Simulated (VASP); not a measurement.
# H12CO8 in VASP: single point with PBE+D3(BJ)

Aim: the single point of H12CO8 with PBE+D3(BJ).

All numbers are computed with VASP 6.6.1; they aren't measurements. Logs are shortened: lines on timing, memory, paths and dates and some standing lists are left out, and cuts for length are marked.

**1. The cell of the first run**

The cell holds a disordered packing, 21 atoms: a = 6.266 Å, b = 6.266 Å, c = 6.266 Å, α = 90.00°, β = 90.00°, γ = 90.00°.

**2. Single point, PBE+D3(BJ)**

The input, INCAR:

```
ALGO = Normal ; EDIFF = 1E-6
ENCUT = 1000 ; GGA = PE
GGA_COMPAT = F ; ISIF = 2
ISMEAR = -1 ; IVDW = 12
LASPH = T ; LCHARG = F
LREAL = Auto ; LWAVE = F
NBANDS = 48 ; NELM = 120
PREC = Accurate ; SIGMA = 0.02
```

The input, KPOINTS:

```
k-points
0
Gamma
  1 1 1
```

The input, POSCAR:

```
H12CO8
1.0
    6.2658270000      0.0000000000      0.0000000000
    0.0000000000      6.2658270000      0.0000000000
    0.0000000000      0.0000000000      6.2658270000
O H C
8 12 1
Direct
    0.2990187887      0.0414151237      0.8238178296
    0.4608968617      0.4030752844      0.4015272046
    1.0706806939      0.2321640862      0.2124220793
    0.2968163660      0.7446104082      0.1764172551
    0.9435625976      0.6741488394      0.8719678983
    0.9248100849      0.9464672421      0.5451953908
    0.7040251829      0.2834422336      0.9153141317
    0.6912255956     -0.0465541101      1.0821715952
    0.2030378432      0.1293683978      0.9165430198
    0.1807582622      0.0138050412      0.7126273994
    0.3899245862      0.5360026697      0.4564441374
    0.4876132073      0.3286716981      0.5346141858
    1.1813444578      0.3321349281      0.2449317544
    1.0660204950      0.1318900123      0.3301080608
    0.2787022368      0.8532313452      0.0524272375
    0.4462778816      0.7137764895      0.1577285808
    0.8530238706      0.5467753897      0.8900660679
    1.0681112006      0.6592585464      0.9700555090
    0.9336516951      0.8668448714      0.4075439683
    0.9287999812      0.8179287427      0.6481985538
    0.7013758918      0.1213886052      1.0043366981
```

Potentials or basis: VASP PAW PBE potentials, release 64 (O_h, H_h, C_h).

On the command line:

```bash
$ cat potpaw_PBE.64/O_h/POTCAR potpaw_PBE.64/H_h/POTCAR potpaw_PBE.64/C_h/POTCAR > POTCAR
$ mpirun -np 1 vasp_gam > vasp.out
```

OUTCAR:

```text
EDIFF = 1E-6
   ENCUT = 1000
   GGA = PE
   ISIF = 2
   ISMEAR = -1
   IVDW = 12
   LASPH = T
   LREAL = Auto
   NELM = 120
   PREC = Accurate
 IVDW          = 12

 ion  position               nearest neighbor table
   1  0.299  0.041  0.824-   9 1.00  10 1.03
   2  0.461  0.403  0.402-  12 0.97  11 1.00
   3  0.071  0.232  0.212-  13 0.96  14 0.97
   4  0.297  0.745  0.176-  16 0.96  15 1.04
   5  0.944  0.674  0.872-  17 0.99  18 1.00
   6  0.925  0.946  0.545-  19 1.00  20 1.03
   7  0.704  0.283  0.915-  21 1.16
   8  0.691  0.953  0.082-  21 1.16
   9  0.203  0.129  0.917-   1 1.00
  10  0.181  0.014  0.713-   1 1.03
  11  0.390  0.536  0.456-   2 1.00
  12  0.488  0.329  0.535-   2 0.97
  13  0.181  0.332  0.245-   3 0.96
  14  0.066  0.132  0.330-   3 0.97
  15  0.279  0.853  0.052-   4 1.04
  16  0.446  0.714  0.158-   4 0.96
  17  0.853  0.547  0.890-   5 0.99
  18  0.068  0.659  0.970-   5 1.00
  19  0.934  0.867  0.408-   6 1.00
  20  0.929  0.818  0.648-   6 1.03
  21  0.701  0.121  0.004-   7 1.16   8 1.16

  LATTYP: Found a simple cubic cell.
 ALAT       =     6.2658270000

  Lattice vectors:

 A1 = (   6.2658270000,   0.0000000000,   0.0000000000)
 A2 = (   0.0000000000,   6.2658270000,   0.0000000000)
 A3 = (   0.0000000000,   0.0000000000,   6.2658270000)

Analysis of symmetry for initial positions (statically):
=====================================================================
 Subroutine PRICEL returns:
 Original cell was already a primitive cell.

 Routine SETGRP: Setting up the symmetry group for a
 simple cubic supercell.

 Subroutine GETGRP returns: Found  1 space group operations
 (whereof  1 operations were pure point group operations)
 out of a pool of 48 trial point group operations.

The static configuration has the point symmetry C_1 .

Analysis of symmetry for dynamics (positions and initial velocities):
=====================================================================
 Subroutine PRICEL returns:
 Original cell was already a primitive cell.

 Routine SETGRP: Setting up the symmetry group for a
 simple cubic supercell.

 Subroutine GETGRP returns: Found  1 space group operations
 (whereof  1 operations were pure point group operations)
 out of a pool of 48 trial point group operations.

The dynamic configuration has the point symmetry C_1 .

 Subroutine INISYM returns: Found  1 space group operations
 (whereof  1 operations are pure point group operations),
 and found     1 'primitive' translations

----------------------------------------------------------------------------------------

                                     Primitive cell

  volume of cell :     246.0001

  direct lattice vectors                    reciprocal lattice vectors
     6.265827000  0.000000000  0.000000000     0.159595852  0.000000000  0.000000000
     0.000000000  6.265827000  0.000000000     0.000000000  0.159595852  0.000000000
     0.000000000  0.000000000  6.265827000     0.000000000  0.000000000  0.159595852

  length of vectors
     6.265827000  6.265827000  6.265827000     0.159595852  0.159595852  0.159595852

  position of ions in fractional coordinates (direct lattice)
     0.299018789  0.041415124  0.823817830
     0.460896862  0.403075284  0.401527205
     0.070680694  0.232164086  0.212422079
     0.296816366  0.744610408  0.176417255
     0.943562598  0.674148839  0.871967898
     0.924810085  0.946467242  0.545195391
[... 13 lines left out ...]
     0.928799981  0.817928743  0.648198554
     0.701375892  0.121388605  0.004336698

  ion indices of the primitive-cell ions
   primitive index   ion index
                 1           1
                 2           2
                 3           3
                 4           4
                 5           5
                 6           6
[... 13 lines left out ...]
                20          20
                21          21

----------------------------------------------------------------------------------------

 KPOINTS: k-points

Automatic generation of k-mesh.
 Grid dimensions read from file:
 generate k-points for:    1    1    1

 Generating k-lattice:

  Cartesian coordinates                     Fractional coordinates (reciprocal lattice)
     0.159595852  0.000000000  0.000000000     1.000000000  0.000000000  0.000000000
     0.000000000  0.159595852  0.000000000     0.000000000  1.000000000  0.000000000
     0.000000000  0.000000000  0.159595852     0.000000000  0.000000000  1.000000000

  Length of vectors
     0.159595852  0.159595852  0.159595852

  Shift w.r.t. Gamma in fractional coordinates (k-lattice)
     0.000000000  0.000000000  0.000000000

 Subroutine IBZKPT returns following result:
 ===========================================

 Found      1 irreducible k-points:

 Following reciprocal coordinates:
            Coordinates               Weight
  0.000000  0.000000  0.000000      1.000000
   k-points           NKPTS =      1   k-points in BZ     NKDIM =      1   number of bands    NBANDS=     48
   number of dos      NEDOS =    301   number of ions     NIONS =     21
   total plane-waves  NPLWV = 343000
   dimension x,y,z NGX =    70 NGY =   70 NGZ =   70
   dimension x,y,z NGXF=   140 NGYF=  140 NGZF=  140
   ions per type =               8  12   1
   NGX,Y,Z   is equivalent  to a cutoff of  18.57, 18.57, 18.57 a.u.
   NGXF,Y,Z  is equivalent  to a cutoff of  37.15, 37.15, 37.15 a.u.
 SYSTEM =  unknown system
   PREC   = accura    normal or accurate (medium, high low for compatibility)
   ISTART =      0    job   : 0-new  1-cont  2-samecut
   ICHARG =      2    charge: 1-file 2-atom 10-const
   ISPIN  =      1    spin polarized calculation?
   LNONCOLLINEAR =      F non collinear calculations
   LSORBIT =      F    spin-orbit coupling
   LASPH  =      T    aspherical Exc in radial PAW
   ENCUT  = 1000.0 eV  73.50 Ry    8.57 a.u.  16.16 16.16 16.16*2*pi/ulx,y,z
   NELM   =    120;   NELMIN=  2; NELMDL= -5     # of ELM steps
   EDIFF  = 0.1E-05   stopping-criterion for ELM
   LREAL  =      T    real-space projection
   EDIFFG = 0.1E-04   stopping-criterion for IOM
   NSW    =      0    number of steps for IOM
[... 5 lines left out ...]
   TEBEG  =    0.0;   TEEND  =   0.0 temperature during run
   PSTRESS=    0.0 pullay stress
   NELECT =      64.0000    total number of electrons
   NUPDOWN=      -1.0000    fix difference up-down
   EMIN   =  10.00;   EMAX   =-10.00  energy-range for DOS
   EFERMI =   0.00;   METHOD = LEGACY
   ISMEAR =    -1;   SIGMA  =   0.02  broadening in eV -4-tet -1-fermi 0-gaus
   EFERMI_NEDOS =   21; number of points for ismear=-14 and -15
   IALGO  =     38    algorithm
   IMIX   =      4    mixing-type and parameters
     AMIX     =   0.40;   BMIX     =  1.00
     AMIX_MAG =   1.60;   BMIX_MAG =  1.00
  volume/ion in A,a.u.               =      11.71        79.05
  Fermi-wavevector in a.u.,A,eV,Ry     =   1.045097  1.974946 14.860648  1.092227
  Thomas-Fermi vector in A             =   2.179878
   LORBIT       =      0    0 simple, 1 ext, 2 COOP (PROOUT), +10 PAW based schemes
   GGA     = PE    functional components
   LHFCALC =     F    Hartree Fock is set to
   AEXX    =    0.0000 exact exchange contribution
   IVDW    =    12    specifies the selected vdW correction
   LEPSILON=     F    determine dielectric tensor
   LRPA    =     F    only Hartree local field effects (RPA)
 non-spin polarized calculation
  energy-cutoff  :     1000.00
  volume of cell :      246.00
 maximum number of plane-waves:      8887
 NGX is ok and might be reduce to    70
   NGX = 33   NGY = 33   NGZ = 33

 number of electron      63.9999996 magnetization

 Free energy of the ion-electron system (eV)
  ---------------------------------------------------
  ext. energy  EPLUGINS =         0.00000000
  ---------------------------------------------------
  free energy    TOTEN  =      -110.30994260 eV

  energy without entropy =     -110.30994260  energy(sigma->0) =     -110.30994260

 E-fermi :  -2.9838     XC(G=0):  -6.6514

 val. band max:       -3.5728884918   @ k =   0.0000   0.0000   0.0000
 cond. band min:       1.2130733726   @ k =   0.0000   0.0000   0.0000
 fundamental gap:      4.7859618643
 Fermi energy:        -2.9837853560

 k-point     1 :       0.0000    0.0000    0.0000
  band No.  band energies     occupation
      1     -25.5335      2.00000
      2     -24.5307      2.00000
      3     -22.0283      2.00000
      4     -21.8324      2.00000
      5     -21.6501      2.00000
      6     -21.6215      2.00000
[... 36 lines left out ...]
     43       6.8400      0.00000
     44       7.0337      0.00000
 [bands above 44 left out]

------------------------ aborting loop because EDIFF is reached ----------------------------------------

 Edisp (eV)   -0.73865

 E8    (eV) :    -0.1595

  FORCE on cell =-STRESS in cart. coord.  units (eV):
  Direction    XX          YY          ZZ          XY          YZ          ZX
  --------------------------------------------------------------------------------------
  -------------------------------------------------------------------------------------
  Total      -0.84972     0.07316    -3.34775     1.03585    -0.50470    -0.57055
  in kB      -5.53415     0.47649   -21.80361     6.74640    -3.28705    -3.71593
  external pressure =       -8.95 kB  Pullay stress =        0.00 kB

 VOLUME and BASIS-vectors are now :
 -----------------------------------------------------------------------------
  energy-cutoff  :     1000.00
  volume of cell :      246.00
      direct lattice vectors                 reciprocal lattice vectors
     6.265827000  0.000000000  0.000000000     0.159595852  0.000000000  0.000000000
     0.000000000  6.265827000  0.000000000     0.000000000  0.159595852  0.000000000
     0.000000000  0.000000000  6.265827000     0.000000000  0.000000000  0.159595852

 POSITION                                       TOTAL-FORCE (eV/Angst)
 -----------------------------------------------------------------------------------
      1.87360      0.25950      5.16190        -2.732126      0.345150     -0.643276
      2.88790      2.52560      2.51590        -0.731088      1.356082      0.778450
      0.44287      1.45470      1.33100        -0.787854     -0.459102     -0.907632
      1.85980      4.66560      1.10540        -0.890186      1.218301     -1.718714
      5.91220      4.22410      5.46360         0.457712     -0.696955      0.235066
      5.79470      5.93040      3.41610         0.306610     -1.906485     -0.323834
[... 13 lines left out ...]
      5.81970      5.12500      4.06150        -0.051530      1.115199     -0.245433
      4.39470      0.76060      0.02717        -0.237867     -0.682293      0.054150
 -----------------------------------------------------------------------------------
    total drift:                                0.002200     -0.000442     -0.004026

  FREE ENERGIE OF THE ION-ELECTRON SYSTEM (eV)
  ---------------------------------------------------
  free  energy   TOTEN  =      -111.0485972699 eV

  energy  without entropy=     -111.0485972699  energy(sigma->0) =     -111.04859727
```

It took 72 s on 1 thread of Intel Xeon Platinum 8259CL at 2.50GHz (Skylake/Cascade Lake), shared host; peak memory 0.66 GiB.

Results:

* Free energy: -111.0486 eV
* Pressure: -0.9 GPa
* Largest force: 2.828 eV/Å
* Dispersion energy per atom: -0.035 eV

Forces on the atoms (eV/Å):
```
O   -2.732  0.345 -0.643
O   -0.731  1.356  0.778
O   -0.788 -0.459 -0.908
O   -0.890  1.218 -1.719
O    0.458 -0.697  0.235
O    0.307 -1.906 -0.324
O    0.004  1.099 -0.522
O    0.075 -0.069  0.608
H    0.893 -0.121  0.215
H    1.488 -0.148  0.539
H    0.584 -0.951 -0.695
H    0.170 -0.416  0.049
H    0.856  0.420  0.469
H    0.119  0.111  0.295
H    0.314 -0.847  1.328
H    0.448 -0.286  0.107
H    0.543  0.422  0.078
H   -0.702 -0.153 -0.449
H   -0.127  0.649  0.749
H   -0.052  1.115 -0.245
C   -0.238 -0.682  0.054
```

Caveat: the k points lie up to 1.00 Å⁻¹ apart, too coarse for converged energies, forces and pressures.
